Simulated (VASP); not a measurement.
Ag:

```xyz
1
Lattice="-1.6557 1.6557 1.6557 1.6557 -1.6557 1.6557 1.6557 1.6557 -1.6557" Properties=species:S:1:pos:R:3 pbc="T T T"
Ag    0.0000    0.0000    0.0000
```

| Property | Result |
| --- | --- |
| Program | VASP 6.6.1 |
| Task | relaxation of cell and atoms |
| Functional | BLYP |
| Potentials or basis | VASP PAW PBE potentials, release 64 (Ag) |
| Cutoff | 600 eV |
| k mesh | 11 × 11 × 11 |
| Occupations | fermi-dirac, width 0.05 eV |
| Spin | no spin polarisation |

At the start: pressure 5.7 GPa; volume 18.15 Å³/atom.

**Question.** How do energy, volume and symmetry change on relaxing?

**Answer.** Over 15 steps the energy falls by 21.3 meV/atom and the volume is 19.41 Å³/atom (+6.9 %); space group Im-3m (No. 229, to 0.05 Å).

The path:
```
step  energy change (eV)  largest force (eV/Å)  pressure (GPa)  volume (Å³)
   1              0.0000                0.0000            5.73        18.15
   2             -0.0190                0.0000           -1.55        19.91
   3             -0.0213                0.0000           -0.15        19.44
   4             -0.0213                0.0000            0.10        19.40
   5             -0.0213                0.0000            0.13        19.40
   6             -0.0213                0.0000            0.12        19.40
   7             -0.0213                0.0000            0.12        19.40
   8             -0.0213                0.0000            0.12        19.40
   9             -0.0213                0.0000            0.12        19.40
  10             -0.0213                0.0000            0.12        19.40
  11             -0.0213                0.0000            0.13        19.40
  12             -0.0213                0.0000            0.13        19.40
  13             -0.0213                0.0000            0.13        19.41
  14             -0.0213                0.0000            0.10        19.41
  15             -0.0213                0.0000            0.08        19.41
```

Final structure:
```yaml
crystal:
  lattice:
    - [-1.69312, 1.69312, 1.69312]
    - [1.69312, -1.69312, 1.69312]
    - [1.69312, 1.69312, -1.69312]
  atoms:
    - { symbol: Ag, position: [0.00000, 0.00000, 0.00000] }
```

Caveat: the PAW data sets were made with another functional, which shifts forces and pressure a little.
